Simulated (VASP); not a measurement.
# Si (Fd-3m) in VASP: G0W0 quasiparticle levels with r2SCAN

Aim: the G0W0 quasiparticle levels of Si with r2SCAN.

All numbers are computed with VASP 6.6.1; they aren't measurements. Logs are shortened: lines on timing, memory, paths and dates and some standing lists are left out, and cuts for length are marked.

## 1. The cell of the first run

The structure is cubic, space group Fd-3m (No. 227). Conventional cell: a = 5.444 Å, b = 5.444 Å, c = 5.444 Å, α = 90.00°, β = 90.00°, γ = 90.00°. Within 3.1 Å of Si (site symmetry -43m) lie 4 Si at 2.36 Å.

## 2. G0W0 quasiparticle levels, r2SCAN

POSCAR reads:

```
Si
1.0
    0.0000000000      2.7221197381      2.7221197381
    2.7221197381      0.0000000000      2.7221197381
    2.7221197381      2.7221197381      0.0000000000
Si
2
Direct
    0.2500000000      0.2500000000      0.2500000000
    0.0000000000      0.0000000000      0.0000000000
```

INCAR.step1 reads:

```
  PREC = Accurate
  ENCUT = 500
  EDIFF = 1E-8
  ISMEAR = 0
  SIGMA = 0.01
  LREAL = F
  LASPH = T
  NELM = 80
  ALGO = Normal
  LWAVE = T
  LCHARG = F
  METAGGA = R2SCAN
  LMIXTAU = T
```

INCAR.step2 reads:

```
  PREC = Accurate
  ENCUT = 500
  EDIFF = 1E-8
  ISMEAR = 0
  SIGMA = 0.01
  LREAL = F
  LASPH = T
  NELM = 1
  ALGO = Exact
  LWAVE = T
  LCHARG = F
  METAGGA = R2SCAN
  LMIXTAU = T
  NBANDS = 302
  LOPTICS = T
  ISTART = 1
```

INCAR.step3 reads:

```
  PREC = Accurate
  ENCUT = 500
  EDIFF = 1E-8
  ISMEAR = 0
  SIGMA = 0.01
  LREAL = F
  LASPH = T
  ALGO = EVGW0
  LWAVE = F
  LCHARG = F
  METAGGA = R2SCAN
  LMIXTAU = T
  NELMGW = 1
  NBANDS = 302
  ENCUTGW = 200
  NOMEGA = 48
  PRECFOCK = Fast
  ISTART = 1
  NBANDSGW = 12
```

KPOINTS reads:

```
Automatic mesh
0
Gamma
  6 6 6
```

Potentials or basis: VASP PAW PBE potentials, release 64 (Si_GW).

On the command line:

```sh
$ cat potpaw_PBE.64/Si_GW/POTCAR > POTCAR
$ cp INCAR.step1 INCAR
$ mpirun -np 1 vasp_std > vasp.out
$ cp INCAR.step2 INCAR
$ mpirun -np 1 vasp_std > vasp.out
$ cp INCAR.step3 INCAR
$ mpirun -np 1 vasp_std > vasp.out
```

OUTCAR:

```text
PREC = Accurate
   ENCUT = 500
   EDIFF = 1E-8
   ISMEAR = 0
   LREAL = F
   LASPH = T
   METAGGA = R2SCAN
   NELMGW = 1
   ENCUTGW = 200
   PRECFOCK = Fast
   ISTART = 1

 ion  position               nearest neighbor table
   1  0.250  0.250  0.250-   2 2.36   2 2.36   2 2.36   2 2.36
   2  0.000  0.000  0.000-   1 2.36   1 2.36   1 2.36   1 2.36

  LATTYP: Found a face centered cubic cell.
 ALAT       =     5.4442394762

  Lattice vectors:

 A1 = (   0.0000000000,   2.7221197381,   2.7221197381)
 A2 = (   2.7221197381,   0.0000000000,   2.7221197381)
 A3 = (   2.7221197381,   2.7221197381,   0.0000000000)

Analysis of symmetry for initial positions (statically):
=====================================================================
 Subroutine PRICEL returns:
 Original cell was already a primitive cell.

 Routine SETGRP: Setting up the symmetry group for a
 face centered cubic supercell.

 Subroutine GETGRP returns: Found 48 space group operations
 (whereof 24 operations were pure point group operations)
 out of a pool of 48 trial point group operations.

The static configuration has the point symmetry T_d .
 The point group associated with its full space group is O_h .

Analysis of symmetry for dynamics (positions and initial velocities):
=====================================================================
 Subroutine PRICEL returns:
 Original cell was already a primitive cell.

 Routine SETGRP: Setting up the symmetry group for a
 face centered cubic supercell.

 Subroutine GETGRP returns: Found 48 space group operations
 (whereof 24 operations were pure point group operations)
 out of a pool of 48 trial point group operations.

The dynamic configuration has the point symmetry T_d .
 The point group associated with its full space group is O_h .

 Subroutine INISYM returns: Found 48 space group operations
 (whereof 24 operations are pure point group operations),
 and found     1 'primitive' translations

----------------------------------------------------------------------------------------

                                     Primitive cell

  volume of cell :      40.3415

  direct lattice vectors                    reciprocal lattice vectors
     0.000000000  2.722119738  2.722119738    -0.183680384  0.183680384  0.183680384
     2.722119738  0.000000000  2.722119738     0.183680384 -0.183680384  0.183680384
     2.722119738  2.722119738  0.000000000     0.183680384  0.183680384 -0.183680384

  length of vectors
     3.849658652  3.849658652  3.849658652     0.318143758  0.318143758  0.318143758

  position of ions in fractional coordinates (direct lattice)
     0.250000000  0.250000000  0.250000000
     0.000000000  0.000000000  0.000000000

  ion indices of the primitive-cell ions
   primitive index   ion index
                 1           1
                 2           2

----------------------------------------------------------------------------------------

 KPOINTS: Automatic mesh

Automatic generation of k-mesh.
 Grid dimensions read from file:
 generate k-points for:    6    6    6

 Generating k-lattice:

  Cartesian coordinates                     Fractional coordinates (reciprocal lattice)
    -0.030613397  0.030613397  0.030613397     0.166666667  0.000000000  0.000000000
     0.030613397 -0.030613397  0.030613397     0.000000000  0.166666667  0.000000000
     0.030613397  0.030613397 -0.030613397     0.000000000  0.000000000  0.166666667

  Length of vectors
     0.053023960  0.053023960  0.053023960

  Shift w.r.t. Gamma in fractional coordinates (k-lattice)
     0.000000000  0.000000000  0.000000000

 Subroutine IBZKPT returns following result:
 ===========================================

 Found     16 irreducible k-points:

 Following reciprocal coordinates:
            Coordinates               Weight
  0.000000  0.000000  0.000000      1.000000
  0.166667  0.000000  0.000000      8.000000
  0.333333  0.000000  0.000000      8.000000
  0.500000  0.000000  0.000000      4.000000
  0.166667  0.166667  0.000000      6.000000
  0.333333  0.166667  0.000000     24.000000
[... 8 lines left out ...]
 -0.333333  0.333333  0.166667     24.000000
 -0.333333  0.500000  0.166667     12.000000
   k-points           NKPTS =     16   k-points in BZ     NKDIM =    216   number of bands    NBANDS=    302
   number of dos      NEDOS =    301   number of ions     NIONS =      2
   total plane-waves  NPLWV =  21952
   dimension x,y,z NGX =    28 NGY =   28 NGZ =   28
   dimension x,y,z NGXF=    56 NGYF=   56 NGZF=   56
   ions per type =               2
   NGX,Y,Z   is equivalent  to a cutoff of  12.09, 12.09, 12.09 a.u.
   NGXF,Y,Z  is equivalent  to a cutoff of  24.18, 24.18, 24.18 a.u.
 SYSTEM =  unknown system
   PREC   = accura    normal or accurate (medium, high low for compatibility)
   ISTART =      1    job   : 0-new  1-cont  2-samecut
   ICHARG =      0    charge: 1-file 2-atom 10-const
   ISPIN  =      1    spin polarized calculation?
   LNONCOLLINEAR =      F non collinear calculations
   LSORBIT =      F    spin-orbit coupling
   LASPH  =      T    aspherical Exc in radial PAW
   ENCUT  =  500.0 eV  36.75 Ry    6.06 a.u.   7.02  7.02  7.02*2*pi/ulx,y,z
   NELM   =     60;   NELMIN=  2; NELMDL=  0     # of ELM steps
   EDIFF  = 0.1E-07   stopping-criterion for ELM
   LREAL  =      F    real-space projection
   EDIFFG = 0.1E-06   stopping-criterion for IOM
   NSW    =      0    number of steps for IOM
   IBRION =     -1    ionic relax: 0-MD 1-quasi-New 2-CG
   NFREE  =      0    steps in history (QN), initial steepest desc. (CG)
   ISIF   =      0    stress and relaxation
   ISYM   =      3    0-nonsym 1-usesym 2-fastsym
   POTIM  = 0.5000    time-step for ionic-motion
   TEBEG  =    0.0;   TEEND  =   0.0 temperature during run
   PSTRESS=    0.0 pullay stress
   NELECT =       8.0000    total number of electrons
   NUPDOWN=      -1.0000    fix difference up-down
   EMIN   =  10.00;   EMAX   =-10.00  energy-range for DOS
   EFERMI =   0.00;   METHOD = LEGACY
   ISMEAR =     0;   SIGMA  =   0.01  broadening in eV -4-tet -1-fermi 0-gaus
   EFERMI_NEDOS =   21; number of points for ismear=-14 and -15
   IALGO  =     38    algorithm
   IMIX   =      4    mixing-type and parameters
     AMIX     =   0.40;   BMIX     =  1.00
     AMIX_MAG =   1.60;   BMIX_MAG =  1.00
  volume/ion in A,a.u.               =      20.17       136.12
  Fermi-wavevector in a.u.,A,eV,Ry     =   0.954672  1.804069 12.400336  0.911399
  Thomas-Fermi vector in A             =   2.083440
   LORBIT       =      0    0 simple, 1 ext, 2 COOP (PROOUT), +10 PAW based schemes
   METAGGA = R2SCAN    functional components
   LHFCALC =     T    Hartree Fock is set to
   PRECFOCK=fast      Normal, Fast or Accurate (Low or Medium for compatibility)
   ENCUT4O =  -1.0   cutoff for four orbital integrals eV
   NKREDX  =     1    reduce k-point grid by
   NKREDY  =     1    reduce k-point grid by
   NKREDZ  =     1    reduce k-point grid by
   AEXX    =    1.0000 exact exchange contribution
   HFSCREEN=    0.0000 screening length (either q_TF or 0.3 A-1)
   HFSCREENC=   0.0000 screening length for correlation (either q_TF or 0.3 A-1)
   ENCUTFOCK=  -1.0 apply spherical cutoff to Coloumb kernel
   IVDW    =     0    specifies the selected vdW correction
   LEPSILON=     F    determine dielectric tensor
   LRPA    =     F    only Hartree local field effects (RPA)
   LRPAFORCE           =     F    calculate RPA forces
   ENCUTGW             = 200.0    cutoff for response function in eV
   ENCUTGWSOFT         = 160.0    soft cutoff for Coulomb kernel in GW response function in eV
   ENCUTLF             =  -1.0    cutoff for local field effects
   NELMGW              =     1    number of iterations in solving QP/BSE equation
   NELMHF              =     1    number of iterations in the inner HF iteration
   NKREDLFX            =     1    NKREDLFY  =   1   NKREDLFZ  =   1
 non-spin polarized calculation
 Gauss-broadening in eV      SIGMA  =   0.01
  energy-cutoff  :      500.00
  volume of cell :       40.34
 maximum number of plane-waves:      1034
  NGX = 16; NGY = 16; NGZ = 16
   NGX = 13   NGY = 13   NGZ = 13
 maximum number of plane-waves:       269

 QP shifts <psi_nk| G(iteration)W_0 |psi_nk>: iteration 1
 for sc-GW calculations column KS-energies equals QP-energies in previous step
 and V_xc(KS)=  KS-energies - (<T + V_ion + V_H > + <T+V_H+V_ion>^1  + <V_x>^1)

 k-point   1 :       0.0000    0.0000    0.0000
  band No.  KS-energies  QP-energies   sigma(KS)   V_xc(KS)     V^pw_x(r,r')   Z            occupation Imag(sigma)

      1      -7.1746      -7.2877     -11.2717     -11.1002     -17.4829       0.6593       2.0000       1.0671
      2       5.3080       4.7506     -12.2075     -11.4818     -12.7845       0.7681       2.0000      -0.0581
      3       5.3080       4.7506     -12.2075     -11.4818     -12.7845       0.7681       2.0000      -0.0581
      4       5.3080       4.7506     -12.2075     -11.4818     -12.7845       0.7681       2.0000      -0.0581
      5       8.0528       8.1136      -9.8825      -9.9622      -5.6977       0.7628       0.0000      -0.1571
      6       8.0528       8.1136      -9.8825      -9.9622      -5.6977       0.7628       0.0000      -0.1571
      7       8.0528       8.1136      -9.8825      -9.9622      -5.6977       0.7628       0.0000      -0.1571
      8       9.1786       9.0231     -10.6725     -10.4663      -5.9138       0.7539       0.0000      -0.1815
      9      13.4216      13.3918      -9.7233      -9.6836      -4.2331       0.7479       0.0000      -0.2948
     10      13.4216      13.3918      -9.7233      -9.6836      -4.2331       0.7479       0.0000      -0.2948
     11      13.9605      13.2704      -7.9789      -7.0850      -2.6169       0.7720       0.0000      -0.3611
     12      17.3166      16.7482      -8.3643      -7.6151      -2.2493       0.7586       0.0000      -0.7022

 k-point   2 :       0.1667    0.0000    0.0000
  band No.  KS-energies  QP-energies   sigma(KS)   V_xc(KS)     V^pw_x(r,r')   Z            occupation Imag(sigma)

      1      -6.7968      -6.9303     -11.3146     -11.1138     -17.3624       0.6645       2.0000       1.0133
      2       2.8577       2.3500     -11.7313     -11.0501     -13.1550       0.7454       2.0000      -0.0294
      3       4.8339       4.3019     -12.0235     -11.3291     -12.7156       0.7661       2.0000      -0.0558
      4       4.8339       4.3019     -12.0235     -11.3291     -12.7156       0.7661       2.0000      -0.0558
      5       7.9436       7.8928     -10.0127      -9.9462      -5.8041       0.7650       0.0000      -0.1591
      6       8.7359       8.7634     -10.0358     -10.0721      -5.6413       0.7563       0.0000      -0.1646
      7       8.7359       8.7634     -10.0358     -10.0721      -5.6413       0.7563       0.0000      -0.1646
      8      11.2630      11.0541     -10.6713     -10.3895      -5.4740       0.7412       0.0000      -0.2331
      9      12.7964      12.7017      -9.3980      -9.2723      -4.0432       0.7529       0.0000      -0.2839
     10      12.7964      12.7017      -9.3980      -9.2723      -4.0432       0.7529       0.0000      -0.2839
     11      15.0898      14.4400      -8.2173      -7.3692      -2.5597       0.7662       0.0000      -0.4378
     12      16.6725      16.0487      -8.2718      -7.4498      -2.3145       0.7589       0.0000      -0.5528
[... 196 lines left out ...]
      1      -3.7520      -4.0058     -11.7365     -11.3745     -16.4780       0.7009       2.0000       0.5680
      2      -1.8105      -2.1430     -11.6327     -11.1603     -15.4470       0.7038       2.0000       0.2915
      3       1.1528       0.6888     -11.0225     -10.3851     -13.1762       0.7280       2.0000       0.0106
      4       2.4327       1.9434     -11.2948     -10.6360     -12.8563       0.7427       2.0000      -0.0299
      5       8.9507       8.8317      -9.4261      -9.2703      -5.0141       0.7634       0.0000      -0.1663
      6       9.1787       9.1054      -9.7990      -9.7020      -5.1741       0.7564       0.0000      -0.1780
      7      11.8277      11.6313      -9.7296      -9.4657      -4.4017       0.7442       0.0000      -0.2597
      8      12.2826      12.1006      -9.9040      -9.6565      -4.2374       0.7357       0.0000      -0.3070
      9      13.3506      13.1508     -10.3107     -10.0400      -4.4556       0.7384       0.0000      -0.3650
     10      17.0772      16.6966     -10.2160      -9.6986      -3.5479       0.7354       0.0000      -0.6712
     11      17.9919      17.5646     -10.1373      -9.5601      -3.4460       0.7403       0.0000      -0.7285
     12      19.5793      18.9175      -8.6530      -7.7640      -2.3171       0.7444       0.0000      -0.7148

 k-point  16 :      -0.3333    0.5000    0.1667
  band No.  KS-energies  QP-energies   sigma(KS)   V_xc(KS)     V^pw_x(r,r')   Z            occupation Imag(sigma)

      1      -2.7111      -2.9997     -11.7652     -11.3541     -16.0367       0.7022       2.0000       0.4160
      2      -2.7111      -2.9997     -11.7652     -11.3541     -16.0367       0.7022       2.0000       0.4160
      3       1.5214       1.0502     -11.0514     -10.4071     -13.0084       0.7315       2.0000      -0.0067
      4       1.5214       1.0502     -11.0514     -10.4071     -13.0084       0.7315       2.0000      -0.0067
      5       8.3299       8.2285      -9.4552      -9.3228      -5.1376       0.7663       0.0000      -0.1625
      6       8.3299       8.2285      -9.4552      -9.3228      -5.1376       0.7663       0.0000      -0.1625
      7      12.5311      12.3367      -9.9713      -9.7085      -4.3288       0.7397       0.0000      -0.3131
      8      12.5311      12.3367      -9.9713      -9.7085      -4.3288       0.7397       0.0000      -0.3131
      9      16.5304      16.1848     -10.5109     -10.0396      -3.8564       0.7332       0.0000      -0.6346
     10      16.5304      16.1848     -10.5109     -10.0396      -3.8564       0.7332       0.0000      -0.6346
     11      19.0281      18.5873     -10.2309      -9.6335      -3.3631       0.7379       0.0000      -0.8229
     12      19.0281      18.5873     -10.2309      -9.6335      -3.3631       0.7379       0.0000      -0.8229
```

It took 22 min on 1 thread of Intel Xeon Platinum 8488C (Sapphire Rapids), shared host; peak memory 1.5 GiB.

Results:

```
Quasiparticle gap                                   : 1.40 eV
Least direct quasiparticle gap                      : 3.36 eV
Band gap of the starting levels on the mesh         : 0.93 eV
Least direct gap of the starting levels on the mesh : 2.74 eV
```

Caveat: bands, screening cutoff and mesh are small and nothing is extrapolated, so the quasiparticle values aren't converged.
